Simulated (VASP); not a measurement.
# BaTiO3 in VASP: further runs, part 2 of 2

VASP 6.6.1.

## 4. Electric field gradients, PBE (equal xy, yz and zx shear strains of -2 %)

INCAR

```
SYSTEM = BaTiO3
PREC = Accurate
ENCUT = 520
EDIFF = 1E-8
ISMEAR = -1
SIGMA = 0.05
LREAL = .False.
LASPH = .True.
NELM = 80
ALGO = Normal
ISIF = 2
LWAVE = .False.
LCHARG = .False.
GGA = PE
LEFG = .True.
NBANDS = 28
```

KPOINTS

```
Automatic mesh
0
Gamma
  8 8 8
  0 0 0
```

POSCAR

```
BaTiO3
1.0
    3.9841000000     -0.0398410000     -0.0398410000
   -0.0568285000      2.8085920000      2.8174295000
   -0.0000875000     -2.8655080000      2.8741705000
Ba Ti O
1 1 3
Direct
    0.0000000000      0.0000000000      0.0000000000
    0.5000000000      0.5079000000      0.5079000000
    0.0000000000      0.4921000000      0.4921000000
    0.5000000000      0.5025100000      0.9937100000
    0.5000000000      0.9937100000      0.5025100000
```

Potentials or basis: VASP PAW PBE potentials, release 64 (Ba_sv, Ti_sv, O).

Launch:

```bash
> cat potpaw_PBE.64/Ba_sv/POTCAR potpaw_PBE.64/Ti_sv/POTCAR potpaw_PBE.64/O/POTCAR > POTCAR
> mpirun -np 1 vasp_std > vasp.out
```

OUTCAR:

```text
SYSTEM = BaTiO3
   PREC = Accurate
   ENCUT = 520
   EDIFF = 1E-8
   ISMEAR = -1
   LREAL = .False.
   LASPH = .True.
   NELM = 80
   ISIF = 2
   GGA = PE

 ion  position               nearest neighbor table
   1  0.000  0.000  0.000-   4 2.77   4 2.78   3 2.80   5 2.84   3 2.84   5 2.84   3 2.84   4 2.85
                             5 2.85   5 2.85   4 2.86   3 2.89   2 3.40   2 3.43   2 3.44   2 3.47
   2  0.500  0.508  0.508-   5 1.93   4 1.97   3 1.99   3 2.00   5 2.05   4 2.09   1 3.40   1 3.43
                             1 3.44   1 3.47   1 3.48   1 3.50   1 3.50   1 3.54
   3  0.000  0.492  0.492-   2 1.99   2 2.00   1 2.80   1 2.84   1 2.84   1 2.89
   4  0.500  0.503  0.994-   2 1.97   2 2.09   1 2.77   1 2.78   1 2.85   1 2.86
   5  0.500  0.994  0.503-   2 1.93   2 2.05   1 2.84   1 2.84   1 2.85   1 2.85

  LATTYP: Found a triclinic cell.
 ALAT       =     3.9786087378
 B/A-ratio  =     1.0014803296
 C/A-ratio  =     1.0200978482
 COS(alpha) =     0.0000428988
 COS(beta)  =     0.0030800431
 COS(gamma) =     0.0284213441

  Lattice vectors:

 A1 = (  -0.0568285000,   2.8085920000,   2.8174295000)
 A2 = (  -3.9841000000,   0.0398410000,   0.0398410000)
 A3 = (  -0.0000875000,  -2.8655080000,   2.8741705000)

Analysis of symmetry for initial positions (statically):
=====================================================================
 Subroutine PRICEL returns:
 Original cell was already a primitive cell.

 Routine SETGRP: Setting up the symmetry group for a
 triclinic supercell.

 Subroutine GETGRP returns: Found  1 space group operations
 (whereof  1 operations were pure point group operations)
 out of a pool of  2 trial point group operations.
[... 927 lines left out ...]
  -------------------------------------------------------------------------------------
  Total        1.8205641      1.5610494      1.2731152      1.0141396      0.7873276      1.0143203
  in kB       45.3540567     38.8890036     31.7159599     25.2643361     19.6139753     25.2688395
  external PRESSURE =      38.6530067 kB  Pullay stress =       0.0000000 kB

 VOLUME and BASIS-vectors are now :
 -----------------------------------------------------------------------------
  energy-cutoff  :      520.00
  volume of cell :       64.31
      direct lattice vectors                 reciprocal lattice vectors
     3.984100000 -0.039841000 -0.039841000     0.251048433  0.002535843  0.002535843
    -0.056828500  2.808592000  2.817429500     0.003555637  0.178050096  0.177513576
    -0.000087500 -2.865508000  2.874170500    -0.000005475 -0.174499934  0.173952465

 POSITION                                       TOTAL-FORCE (eV/Angst)
 -----------------------------------------------------------------------------------
      0.00000      0.00000      0.00000         0.014677     -0.002222      0.087989
      1.96314     -0.04883      2.87084        -0.026653     -0.067929      0.175580
     -0.02801     -0.02801      2.80084        -0.003480     -0.005861      0.096885
      1.96341     -1.45606      4.25196         0.003570      0.034128     -0.215739
      1.93553      1.33106      4.22409         0.011886      0.041884     -0.144715
 -----------------------------------------------------------------------------------
    total drift:                               -0.000051      0.000319      0.000010

  FREE ENERGIE OF THE ION-ELECTRON SYSTEM (eV)
  ---------------------------------------------------
  free  energy   TOTEN  =       -39.9458086960 eV

  energy  without entropy=      -39.9458086947  energy(sigma->0) =      -39.94580870

 Electric field gradients (V/A^2)
---------------------------------------------------------------------
 ion       V_xx      V_yy      V_zz      V_xy      V_xz      V_yz
---------------------------------------------------------------------
   1      -0.686    -0.653     1.339   -14.128   -14.411    -4.019
   2      -5.612     2.971     2.641     3.798     3.745   -12.749
   3      24.199   -11.670   -12.529    -2.725    -2.756    -3.444
   4     -13.868     6.438     7.431    -0.075    -0.079   -22.611
   5     -12.586     5.792     6.794    -2.625    -2.665    13.869
---------------------------------------------------------------------

 Electric field gradients after diagonalization (V/A^2)
 (convention: |V_zz| > |V_xx| > |V_yy|)
----------------------------------------------------------------------
 ion       V_xx      V_yy      V_zz     asymmetry (V_yy - V_xx)/ V_zz
----------------------------------------------------------------------
   1      18.104     4.325   -22.429       0.614
   2     -13.535    -2.022    15.556       0.740
   3     -15.943    -8.630    24.573       0.298
   4     -15.689   -13.862    29.551       0.062
   5     -13.008    -7.585    20.593       0.263
----------------------------------------------------------------------

           NMR quadrupolar parameters

 Cq : quadrupolar parameter    Cq=e*Q*V_zz/h
 eta: asymmetry parameters     (V_yy - V_xx)/ V_zz
 Q  : nuclear electric quadrupole moment in mb (millibarn)
----------------------------------------------------------------------
 ion       Cq(MHz)       eta       Q (mb)
----------------------------------------------------------------------
   1      -0.054       0.614       1.000
   2       0.038       0.740       1.000
   3       0.059       0.298       1.000
   4       0.071       0.062       1.000
   5       0.050       0.263       1.000
----------------------------------------------------------------------
```

OSZICAR:

```text
N       E                     dE             d eps       ncg     rms          rms(c)
DAV:   1     0.437824980277E+03    0.43782E+03   -0.20890E+04 14560   0.155E+03
DAV:   2    -0.430552402252E+01   -0.44213E+03   -0.42119E+03 16696   0.430E+02
DAV:   3    -0.487410484714E+02   -0.44436E+02   -0.44030E+02 20224   0.134E+02
DAV:   4    -0.508550577069E+02   -0.21140E+01   -0.21094E+01 22056   0.250E+01
[... 11 lines left out ...]
DAV:  16    -0.399458086363E+02    0.97307E-06   -0.22106E-06 19228   0.137E-02    0.116E-03
DAV:  17    -0.399458087537E+02   -0.11745E-06   -0.21490E-07 18576   0.456E-03    0.147E-03
DAV:  18    -0.399458087117E+02    0.42080E-07   -0.74050E-08 17564   0.265E-03    0.515E-04
DAV:  19    -0.399458087009E+02    0.10750E-07   -0.13448E-08 12712   0.949E-04    0.607E-05
DAV:  20    -0.399458086960E+02    0.48622E-08   -0.29331E-09  9516   0.379E-04
   1 F= -.39945809E+02 E0= -.39945809E+02  d E =-.134157E-08
```

Run time: 3.7 min. Hardware: 1 thread of Intel Xeon 6975P-C (Granite Rapids), shared host; peak memory 0.52 GiB.

Results:

```yaml
Free_energy: -39.9458 eV
Pressure: 3.9 GPa
Largest_force: 0.218 eV/Å
Band_gap_on_the_k_mesh: 1.72 eV, indirect (least direct gap 1.87 eV)
```

Forces in eV/Å, atoms in the order of the input:
```
Ba   0.015 -0.002  0.088
Ti  -0.027 -0.068  0.176
O   -0.003 -0.006  0.097
O    0.004  0.034 -0.216
O    0.012  0.042 -0.145
```

Stress tensor (GPa, compression positive):
```
4.54 2.53 2.53
2.53 3.89 1.96
2.53 1.96 3.17
```

Electric field gradients, principal values (V/Å²):
```csv
atom,least,middle,greatest (by size)
1 Ba,4.325,18.104,-22.429
2 Ti,-2.022,-13.535,15.556
3 O,-8.630,-15.943,24.573
4 O,-13.862,-15.689,29.551
5 O,-7.585,-13.008,20.593
```

Caveat: the cell differs from its parent crystal (equal xy, yz and zx shear strains of -2 %); without QUAD_EFG the Cq values of the log hold for a quadrupole moment of 1 mb, not for the nuclei; spin-orbit coupling is left out, which moves the levels of the heavy elements.
